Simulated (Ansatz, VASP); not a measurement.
## Two plane-wave programs on Te2Mo

```xyz
12
Lattice="3.4932 0.0000 0.0000 -1.7466 3.0252 0.0000 0.0000 0.0000 37.5161" Properties=species:S:1:pos:R:3 pbc="T T T"
Te    0.0000    2.0168   32.8854
Te    0.0000    2.0168    8.6976
Te    1.7466    1.0084   25.2107
Te    1.7466    1.0084    1.6997
Te    1.7466    1.0084   28.8186
Te    1.7466    1.0084    5.3107
Te    0.0000    2.0168   35.8164
Te    0.0000    2.0168   12.3054
Mo    0.0000    2.0168   27.0123
Mo    0.0000    2.0168    3.5052
Mo    1.7466    1.0084   34.0109
Mo    1.7466    1.0084   10.5038
```

Alike in both runs: task single point; functional PBEsol; k mesh 9 × 9 × 1; occupations gaussian, width 0.05 eV; no spin polarisation.

|  | VASP | Ansatz |
| --- | --- | --- |
| version | VASP 6.6.1 | Ansatz 0.2.0 |
| potentials or method | VASP PAW PBE potentials, release 64 (Te, Mo_sv), cutoff 520 eV | scalar-relativistic, plane waves, PAW |
| valence electrons in the cell | 104 | 184 |

Ansatz gave:

| Quantity | Value |
| --- | --- |
| gap on the k mesh at the Fermi level (eV) | none |
| rms of the force components (eV/Å) | 2.476 |

**Question.** Estimate VASP's values.

**Answer.** gap on the k mesh at the Fermi level (eV): none; rms of the force components (eV/Å): 2.477.

VASP's potentials were made for PBE, not for PBEsol, and Ansatz warns of the same on its side. Atom by atom the forces differ by 0.019 eV/Å (rms over components). A gap of «none» marks a metal or a gap that the smearing closes. VASP's potentials hold 104 valence electrons a cell and Ansatz's 184, so a difference there can come from the potentials and not from the codes.

Spin-orbit coupling is off throughout.
